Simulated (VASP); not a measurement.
# Li27H26 (a cell with a defect) in VASP: single point with PBE

Aim: the single point of Li27H26 (a cell with a defect) with PBE.

Program: VASP 6.6.1. These are calculated values, not measurements. Logs are shortened: lines on timing, memory, paths and dates and some standing lists are left out, and cuts for length are marked.

## (1) The cell of the first run

The cell holds a defect, 53 atoms: a = 8.522 Å, b = 8.522 Å, c = 8.522 Å, α = 60.00°, β = 60.00°, γ = 60.00°.

## (2) Single point, PBE

Contents of INCAR:

```
SYSTEM = Li27H26
ALGO     = Normal         ! electronic algorithm
EDIFF    = 1E-6           ! SCF threshold, eV
ENCUT    = 520            ! plane-wave cutoff, eV
GGA      = PE             ! functional
ISIF     = 2              ! what is computed and relaxed
ISMEAR   = -1             ! smearing method
LASPH    = .True.         ! aspherical terms in the spheres
LCHARG   = .False.        ! write CHGCAR
LREAL    = Auto         
LWAVE    = .False.        ! write WAVECAR
NBANDS   = 86             ! bands
NELECT   = 106.0        
NELM     = 60             ! most SCF steps
PREC     = Accurate       ! precision mode
SIGMA    = 0.01           ! smearing width, eV
```

Contents of KPOINTS:

```
k-points
0
Gamma
  3 3 3
  0 0 0
```

Contents of POSCAR:

```
Li27H26
1.0
    0.0000000000      6.0258581757      6.0258581757
    6.0258581757      0.0000000000      6.0258581757
    6.0258581757      6.0258581757      0.0000000000
Li H
27 26
Direct
    0.0000886849      0.0000886849      0.0000886849
   -0.0155096980     -0.0155096980      0.3488430313
    0.0000886849      0.0000886849      0.6664006119
   -0.0155096980      0.3488430313     -0.0155096980
   -0.0155096980      0.3488430313      0.3488430313
    0.0000593086      0.3332740248      0.6666666667
    0.0000886849      0.6664006119      0.0000886849
    0.0000593086      0.6666666667      0.3332740248
    0.0000593086      0.6666666667      0.6666666667
    0.3488430313     -0.0155096980     -0.0155096980
    0.3488430313     -0.0155096980      0.3488430313
    0.3332740248      0.0000593086      0.6666666667
    0.3488430313      0.3488430313     -0.0155096980
    0.3332446484      0.3332446484      0.3332446484
    0.3332446484      0.3332446484      0.6669327215
    0.3332740248      0.6666666667      0.0000593086
    0.3332446484      0.6669327215      0.3332446484
    0.3332740248      0.6666666667      0.6666666667
    0.6664006119      0.0000886849      0.0000886849
    0.6666666667      0.0000593086      0.3332740248
    0.6666666667      0.0000593086      0.6666666667
    0.6666666667      0.3332740248      0.0000593086
    0.6669327215      0.3332446484      0.3332446484
    0.6666666667      0.3332740248      0.6666666667
    0.6666666667      0.6666666667      0.0000593086
    0.6666666667      0.6666666667      0.3332740248
    0.6666666667      0.6666666667      0.6666666667
    0.1666666667      0.1666666667      0.4936052129
    0.1666666667      0.1666666667      0.8397281204
    0.1666666667      0.4936052129      0.1666666667
    0.1660717865      0.5001982934      0.5001982934
    0.1666666667      0.4936052129      0.8397281204
    0.1666666667      0.8397281204      0.1666666667
    0.1666666667      0.8397281204      0.4936052129
    0.1672615468      0.8331350400      0.8331350400
    0.4936052129      0.1666666667      0.1666666667
    0.5001982934      0.1660717865      0.5001982934
    0.4936052129      0.1666666667      0.8397281204
    0.5001982934      0.5001982934      0.1660717865
    0.5001982934      0.5001982934      0.5001982934
    0.5016220338      0.5016220338      0.8317112996
    0.4936052129      0.8397281204      0.1666666667
    0.5016220338      0.8317112996      0.5016220338
    0.5016220338      0.8317112996      0.8317112996
    0.8397281204      0.1666666667      0.1666666667
    0.8397281204      0.1666666667      0.4936052129
    0.8331350400      0.1672615468      0.8331350400
    0.8397281204      0.4936052129      0.1666666667
    0.8317112996      0.5016220338      0.5016220338
    0.8317112996      0.5016220338      0.8317112996
    0.8331350400      0.8331350400      0.1672615468
    0.8317112996      0.8317112996      0.5016220338
    0.8331350400      0.8331350400      0.8331350400
```

Potentials or basis: VASP PAW PBE potentials, release 64 (Li_sv, H).

Command:

```console
$ cat potpaw_PBE.64/Li_sv/POTCAR potpaw_PBE.64/H/POTCAR > POTCAR
$ mpirun -np 1 vasp_std > vasp.out
```

OUTCAR:

```text
SYSTEM = Li27H26
   EDIFF = 1E-6
   ENCUT = 520
   GGA = PE
   ISIF = 2
   ISMEAR = -1
   LASPH = .True.
   LREAL = Auto
   NELECT = 106.0
   NELM = 60
   PREC = Accurate

 ion  position               nearest neighbor table
   1  0.000  0.000  0.000-
   2  0.984  0.984  0.349-
   3  0.000  0.000  0.666-
   4  0.984  0.349  0.984-
   5  0.984  0.349  0.349-
   6  0.000  0.333  0.667-
[... 45 lines left out ...]
  52  0.832  0.832  0.502-
  53  0.833  0.833  0.833-

  LATTYP: Found a face centered cubic cell.
 ALAT       =    12.0517163514

  Lattice vectors:

 A1 = (   0.0000000000,   6.0258581757,   6.0258581757)
 A2 = (   6.0258581757,   0.0000000000,   6.0258581757)
 A3 = (   6.0258581757,   6.0258581757,   0.0000000000)

Analysis of symmetry for initial positions (statically):
=====================================================================
 Subroutine PRICEL returns:
 Original cell was already a primitive cell.

 Routine SETGRP: Setting up the symmetry group for a
 face centered cubic supercell.

 Subroutine GETGRP returns: Found 48 space group operations
 (whereof  6 operations were pure point group operations)
 out of a pool of 48 trial point group operations.

The static configuration has the point symmetry C_3v.
 The point group associated with its full space group is O_h .

Analysis of symmetry for dynamics (positions and initial velocities):
=====================================================================
 Subroutine PRICEL returns:
 Original cell was already a primitive cell.

 Routine SETGRP: Setting up the symmetry group for a
 face centered cubic supercell.

 Subroutine GETGRP returns: Found 48 space group operations
 (whereof  6 operations were pure point group operations)
 out of a pool of 48 trial point group operations.

The dynamic configuration has the point symmetry C_3v.
 The point group associated with its full space group is O_h .

 Subroutine INISYM returns: Found 48 space group operations
 (whereof  6 operations are pure point group operations),
 and found     1 'primitive' translations

----------------------------------------------------------------------------------------

                                     Primitive cell

  volume of cell :     437.6095

  direct lattice vectors                    reciprocal lattice vectors
     0.000000000  6.025858176  6.025858176    -0.082975733  0.082975733  0.082975733
     6.025858176  0.000000000  6.025858176     0.082975733 -0.082975733  0.082975733
     6.025858176  6.025858176  0.000000000     0.082975733  0.082975733 -0.082975733

  length of vectors
     8.521850357  8.521850357  8.521850357     0.143718186  0.143718186  0.143718186

  position of ions in fractional coordinates (direct lattice)
     0.000088685  0.000088685  0.000088685
     0.984490302  0.984490302  0.348843031
     0.000088685  0.000088685  0.666400612
     0.984490302  0.348843031  0.984490302
     0.984490302  0.348843031  0.348843031
     0.000059309  0.333274025  0.666666667
[... 45 lines left out ...]
     0.831711300  0.831711300  0.501622034
     0.833135040  0.833135040  0.833135040

  ion indices of the primitive-cell ions
   primitive index   ion index
                 1           1
                 2           2
                 3           3
                 4           4
                 5           5
                 6           6
[... 45 lines left out ...]
                52          52
                53          53

----------------------------------------------------------------------------------------

 KPOINTS: k-points

Automatic generation of k-mesh.
 Grid dimensions read from file:
 generate k-points for:    3    3    3

 Generating k-lattice:

  Cartesian coordinates                     Fractional coordinates (reciprocal lattice)
    -0.027658578  0.027658578  0.027658578     0.333333333  0.000000000  0.000000000
     0.027658578 -0.027658578  0.027658578     0.000000000  0.333333333  0.000000000
     0.027658578  0.027658578 -0.027658578     0.000000000  0.000000000  0.333333333

  Length of vectors
     0.047906062  0.047906062  0.047906062

  Shift w.r.t. Gamma in fractional coordinates (k-lattice)
     0.000000000  0.000000000  0.000000000

 Subroutine IBZKPT returns following result:
 ===========================================

 Found      4 irreducible k-points:

 Following reciprocal coordinates:
            Coordinates               Weight
  0.000000  0.000000  0.000000      1.000000
  0.333333  0.000000  0.000000      8.000000
  0.333333  0.333333  0.000000      6.000000
 -0.333333  0.333333  0.000000     12.000000
   k-points           NKPTS =      4   k-points in BZ     NKDIM =      4   number of bands    NBANDS=     86
   number of dos      NEDOS =    301   number of ions     NIONS =     53
   total plane-waves  NPLWV = 262144
   dimension x,y,z NGX =    64 NGY =   64 NGZ =   64
   dimension x,y,z NGXF=   128 NGYF=  128 NGZF=  128
   ions per type =              27  26
   NGX,Y,Z   is equivalent  to a cutoff of  12.49, 12.49, 12.49 a.u.
   NGXF,Y,Z  is equivalent  to a cutoff of  24.97, 24.97, 24.97 a.u.
 SYSTEM =  Li27H26
   PREC   = accura    normal or accurate (medium, high low for compatibility)
   ISTART =      0    job   : 0-new  1-cont  2-samecut
   ICHARG =      2    charge: 1-file 2-atom 10-const
   ISPIN  =      1    spin polarized calculation?
   LNONCOLLINEAR =      F non collinear calculations
   LSORBIT =      F    spin-orbit coupling
   LASPH  =      T    aspherical Exc in radial PAW
   ENCUT  =  520.0 eV  38.22 Ry    6.18 a.u.  15.84 15.84 15.84*2*pi/ulx,y,z
   NELM   =     60;   NELMIN=  2; NELMDL= -5     # of ELM steps
   EDIFF  = 0.1E-05   stopping-criterion for ELM
   LREAL  =      T    real-space projection
   EDIFFG = 0.1E-04   stopping-criterion for IOM
   NSW    =      0    number of steps for IOM
   IBRION =     -1    ionic relax: 0-MD 1-quasi-New 2-CG
   NFREE  =      0    steps in history (QN), initial steepest desc. (CG)
   ISIF   =      2    stress and relaxation
   ISYM   =      2    0-nonsym 1-usesym 2-fastsym
   POTIM  = 0.5000    time-step for ionic-motion
   TEBEG  =    0.0;   TEEND  =   0.0 temperature during run
   PSTRESS=    0.0 pullay stress
   NELECT =     106.0000    total number of electrons
   NUPDOWN=      -1.0000    fix difference up-down
   EMIN   =  10.00;   EMAX   =-10.00  energy-range for DOS
   EFERMI =   0.00;   METHOD = LEGACY
   ISMEAR =    -1;   SIGMA  =   0.01  broadening in eV -4-tet -1-fermi 0-gaus
   EFERMI_NEDOS =   21; number of points for ismear=-14 and -15
   IALGO  =     38    algorithm
   IMIX   =      4    mixing-type and parameters
     AMIX     =   0.40;   BMIX     =  1.00
     AMIX_MAG =   1.60;   BMIX_MAG =  1.00
  volume/ion in A,a.u.               =       8.26        55.72
  Fermi-wavevector in a.u.,A,eV,Ry     =   1.020504  1.928472 14.169483  1.041428
  Thomas-Fermi vector in A             =   2.154077
   LORBIT       =      0    0 simple, 1 ext, 2 COOP (PROOUT), +10 PAW based schemes
   GGA     = PE    functional components
[... 5 lines left out ...]
 non-spin polarized calculation
  energy-cutoff  :      520.00
  volume of cell :      437.61
 maximum number of plane-waves:     11806
   NGX = 31   NGY = 31   NGZ = 31

 number of electron     106.0000002 magnetization

 Free energy of the ion-electron system (eV)
  ---------------------------------------------------
  ext. energy  EPLUGINS =         0.00000000
  ---------------------------------------------------
  free energy    TOTEN  =      -162.87913137 eV

  energy without entropy =     -162.87913137  energy(sigma->0) =     -162.87913137

 E-fermi :   0.3571     XC(G=0):  -8.3687

 val. band max:       -0.0337573760   @ k =  -0.3333   0.3333   0.0000
 cond. band min:       2.6839535784   @ k =   0.3333   0.0000   0.0000
 fundamental gap:      2.7177109544
 Fermi energy:         0.3571008868

 k-point     1 :       0.0000    0.0000    0.0000
  band No.  band energies     occupation
      1     -44.3308      2.00000
      2     -44.3235      2.00000
      3     -44.3235      2.00000
      4     -44.3235      2.00000
      5     -44.3202      2.00000
      6     -44.3202      2.00000
[... 57 lines left out ...]
     64       5.3068      0.00000
     65       5.3068      0.00000

 k-point     2 :       0.3333    0.0000    0.0000
  band No.  band energies     occupation
      1     -44.3300      2.00000
      2     -44.3243      2.00000
      3     -44.3233      2.00000
      4     -44.3233      2.00000
      5     -44.3205      2.00000
      6     -44.3205      2.00000
[... 57 lines left out ...]
     64       5.3764      0.00000
     65       5.5190      0.00000

 k-point     3 :       0.3333    0.3333    0.0000
  band No.  band energies     occupation
      1     -44.3298      2.00000
      2     -44.3237      2.00000
      3     -44.3236      2.00000
      4     -44.3236      2.00000
      5     -44.3211      2.00000
      6     -44.3202      2.00000
[... 57 lines left out ...]
     64       5.7959      0.00000
     65       5.7959      0.00000

 k-point     4 :      -0.3333    0.3333    0.0000
  band No.  band energies     occupation
      1     -44.3295      2.00000
      2     -44.3241      2.00000
      3     -44.3237      2.00000
      4     -44.3233      2.00000
      5     -44.3208      2.00000
      6     -44.3205      2.00000
[... 57 lines left out ...]
     64       5.5641      0.00000
     65       5.6144      0.00000
 [bands above 65 left out]

------------------------ aborting loop because EDIFF is reached ----------------------------------------

  FORCE on cell =-STRESS in cart. coord.  units (eV):
  Direction    XX          YY          ZZ          XY          YZ          ZX
  --------------------------------------------------------------------------------------
  -------------------------------------------------------------------------------------
  Total       -4.4953512     -4.4953512     -4.4953512      0.0000000      0.0000000     -0.0000000
  in kB      -16.4583954    -16.4583954    -16.4583954      0.0000000      0.0000000     -0.0000000
  external PRESSURE =     -16.4583954 kB  Pullay stress =       0.0000000 kB

 VOLUME and BASIS-vectors are now :
 -----------------------------------------------------------------------------
  energy-cutoff  :      520.00
  volume of cell :      437.61
      direct lattice vectors                 reciprocal lattice vectors
     0.000000000  6.025858176  6.025858176    -0.082975733  0.082975733  0.082975733
     6.025858176  0.000000000  6.025858176     0.082975733 -0.082975733  0.082975733
     6.025858176  6.025858176  0.000000000     0.082975733  0.082975733 -0.082975733

 POSITION                                       TOTAL-FORCE (eV/Angst)
 -----------------------------------------------------------------------------------
      0.00107      0.00107      0.00107         0.011718      0.011718      0.011718
      8.03448      8.03448     11.86480        -0.000000     -0.000000      0.010354
      4.01617      4.01617      0.00107        -0.011718     -0.011718      0.011718
      8.03448     11.86480      8.03448        -0.000000      0.010354     -0.000000
      4.20416      8.03448      8.03448        -0.010354     -0.000000     -0.000000
      6.02550      4.01760      2.00862         0.001114     -0.001114     -0.000000
[... 45 lines left out ...]
      8.03448      8.03448     10.02355        -0.000000     -0.000000     -0.000784
     10.04071     10.04071     10.04071        -0.006837     -0.006837     -0.006837
 -----------------------------------------------------------------------------------
    total drift:                               -0.000017     -0.000017     -0.000017

  FREE ENERGIE OF THE ION-ELECTRON SYSTEM (eV)
  ---------------------------------------------------
  free  energy   TOTEN  =      -162.8791313701 eV

  energy  without entropy=     -162.8791313701  energy(sigma->0) =     -162.87913137
```

It took 9.3 min on 1 thread of Intel Xeon 6975P-C, shared host; peak memory 0.56 GiB.

Results:

```yaml
Free_energy: -162.8791 eV
Largest_force: 0.020 eV/Å
```

Forces on the atoms (eV/Å):
```
Li   0.012  0.012  0.012
Li   0.000  0.000  0.010
Li  -0.012 -0.012  0.012
Li   0.000  0.010  0.000
Li  -0.010  0.000  0.000
Li   0.001 -0.001  0.000
Li  -0.012  0.012 -0.012
Li   0.001  0.000 -0.001
Li   0.000 -0.001 -0.001
Li   0.010  0.000  0.000
Li   0.000 -0.010  0.000
Li  -0.001  0.001  0.000
Li   0.000  0.000 -0.010
Li  -0.012 -0.012 -0.012
Li   0.012  0.012 -0.012
Li  -0.001  0.000  0.001
Li   0.012 -0.012  0.012
Li   0.000  0.001  0.001
Li   0.012 -0.012 -0.012
Li   0.000  0.001 -0.001
Li  -0.001  0.000 -0.001
Li   0.000 -0.001  0.001
Li  -0.012  0.012  0.012
Li   0.001  0.000  0.001
Li  -0.001 -0.001  0.000
Li   0.001  0.001  0.000
Li   0.000  0.000  0.000
H    0.000  0.000  0.000
H    0.000  0.000  0.000
H    0.000  0.000  0.000
H    0.007 -0.007 -0.007
H    0.000  0.000  0.000
H    0.000  0.000  0.000
H    0.000  0.000  0.000
H   -0.007  0.007  0.007
H    0.000  0.000  0.000
H   -0.007  0.007 -0.007
H    0.000  0.000  0.000
H   -0.007 -0.007  0.007
H    0.007  0.007  0.007
H    0.000  0.000  0.001
H    0.000  0.000  0.000
H    0.000  0.001  0.000
H   -0.001  0.000  0.000
H    0.000  0.000  0.000
H    0.000  0.000  0.000
H    0.007 -0.007  0.007
H    0.000  0.000  0.000
H    0.001  0.000  0.000
H    0.000 -0.001  0.000
H    0.007  0.007 -0.007
H    0.000  0.000 -0.001
H   -0.007 -0.007 -0.007
```

Caveat: the cell carries a net charge on a neutralising background, which shifts energy and pressure; the cell is charged against a uniform background, so pressure and absolute levels hang on convention; the cutoff is under 1.25 times the usual one of these potentials, so pressure, stress and relaxed cells hold a basis-set (Pulay) error.
